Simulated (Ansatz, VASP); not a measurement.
**One calculation of CdS, two programs**

```xyz
2
Lattice="0.0000 2.9100 2.9100 2.9100 0.0000 2.9100 2.9100 2.9100 0.0000" Properties=species:S:1:pos:R:3 pbc="T T T"
Cd    0.0000    0.0000    0.0000
S     1.4550    1.4550    1.4550
```

Alike in both runs: task single point; functional PBE; k mesh 6 × 6 × 6; occupations gaussian, width 0.1 eV; no spin polarisation.

|  | VASP | Ansatz |
| --- | --- | --- |
| version | VASP 6.6.1 | Ansatz 0.2.0 |
| potentials or method | VASP PAW PBE potentials, release 64 (Cd, S), cutoff 500 eV | scalar-relativistic, plane waves, PAW |
| valence electrons in the cell | 18 | 26 |

VASP gave:

```
gap on the k mesh at the Fermi level (eV) : 1.16
least direct gap on the mesh (eV)         : 1.16
pressure (GPa)                            : 3.7
```

Which values does Ansatz return?

gap on the k mesh at the Fermi level (eV): 1.16; least direct gap on the mesh (eV): 1.16; pressure (GPa): 3.3.

With one functional, cell and mesh, what is left measures potentials, basis and numerics. VASP's potentials hold 18 valence electrons a cell and Ansatz's 26, so a difference there can come from the potentials and not from the codes.
